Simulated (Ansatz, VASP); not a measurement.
# ZnSnN2 in VASP and in Ansatz

```xyz
4
Lattice="3.8353 0.0000 0.0000 -1.9176 3.3214 0.0000 0.0000 0.0000 4.7866" Properties=species:S:1:pos:R:3 pbc="T T T"
Zn    0.0000    0.0000    2.3933
Sn    0.0000    0.0000    0.0000
N     0.0000    2.2143    0.0000
N     1.9176    1.1071    0.0000
```

Alike in both runs: task relaxation of cell and atoms; functional PBE; k mesh 6 × 6 × 4; occupations gaussian, width 0.1 eV; no spin polarisation.

```csv
,VASP,Ansatz
version,VASP 6.6.1,Ansatz 0.2.0
potentials or method,"VASP PAW PBE potentials, release 64 (Zn, Sn_d, N), cutoff 600 eV","scalar-relativistic, plane waves, PAW"
valence electrons in the cell,36,36
```

Ansatz gave:

| Quantity | Value |
| --- | --- |
| gap on the k mesh at the Fermi level, each at its own relaxed structure (eV) | none |
| relaxed volume (Å³/atom) | 19.35 |
| relaxed cell length with the largest relative difference (Å) | 5.792 |

**Question.** Estimate VASP's values.

**Answer.** gap on the k mesh at the Fermi level, each at its own relaxed structure (eV): none; relaxed volume (Å³/atom): 19.23; relaxed cell length with the largest relative difference (Å): 5.746.

A gap of «none» marks a metal or a gap that the smearing closes.

Noted on VASP's run: the volume moved by over 15 % at a fixed basis, so the end points are rough.
